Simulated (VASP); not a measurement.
A run of VASP 6.6.1 is set up as follows.

INCAR

```
SYSTEM = Cd
ALGO = Normal
EDIFF = 1E-6
ENCUT = 520
GGA = PS
ISIF = 2
ISMEAR = 1
LASPH = .TRUE.
LCHARG = .TRUE.
LELF = .TRUE.
LREAL = .FALSE.
LVHAR = .TRUE.
LWAVE = .FALSE.
NBANDS = 19
NELM = 60
PREC = Accurate
SIGMA = 0.1
```

Contents of KPOINTS:

```
k-points
0
G
  11 11 5
  0 0 0
```

File POSCAR:

```
Cd
1.0
    3.0180701533      0.0000000000      0.0000000000
   -1.5090350766      2.6137253273      0.0000000000
    0.0000000000      0.0000000000      5.6915749249
Cd
2
Direct
    0.3333333333      0.6666666667      0.2500000000
    0.6666666667      0.3333333333      0.7500000000
```

Potentials or basis: VASP PAW PBE potentials, release 64 (Cd).

The run is started by

```sh
$ cat potpaw_PBE.64/Cd/POTCAR > POTCAR
$ mpirun -np 1 vasp_std > vasp.out
```

(1) Estimate the band gap on the k mesh.

(2) Estimate the pressure.

Results:

(1) zero (band 12 reaches 4.11 eV, above the bottom of band 13 at -0.38 eV).

(2) -3.0 GPa.

Caveat: the PAW data sets were made with another functional, which shifts forces and pressure a little.
